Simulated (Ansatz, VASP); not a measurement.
Al2InAs3 in VASP and in Ansatz

```
Al In As
1.0
     4.15252    0.00000    0.00000
    -2.07626    3.59619    0.00000
     0.00000    0.00000   10.18145
Al In As
2 1 3
Direct
  0.33333 0.66667 0.66059
  0.66667 0.33333 0.33998
  0.00000 0.00000 0.99823
  0.00000 0.00000 0.73648
  0.33333 0.66667 0.41653
  0.66667 0.33333 0.09818
```

Alike in both runs: functional PBE; k mesh 6 × 6 × 2; occupations gaussian, width 0.1 eV; no spin polarisation.

Ansatz relaxed the structure, and its values are those at the end. VASP's run is a single point on that final structure, the one shown.

```csv
,VASP,Ansatz
version,VASP 6.6.1,Ansatz 0.2.0
potentials or method,"VASP PAW PBE potentials, release 64 (Al, In_d, As), cutoff 520 eV","scalar-relativistic, plane waves, PAW"
valence electrons in the cell,34,64
```

```tsv
	VASP	Ansatz	Ansatz less VASP
gap on the k mesh at the Fermi level (eV)	0.67	0.66	-0.001
least direct gap on the mesh (eV)	0.67	0.66	-0.001
pressure (GPa)	0.2	0.1	-0.11
rms of the force components (eV/Å)	0.004	0.004	+0.0003
```

VASP's potentials hold 34 valence electrons a cell and Ansatz's 64, so a difference there can come from the potentials and not from the codes.
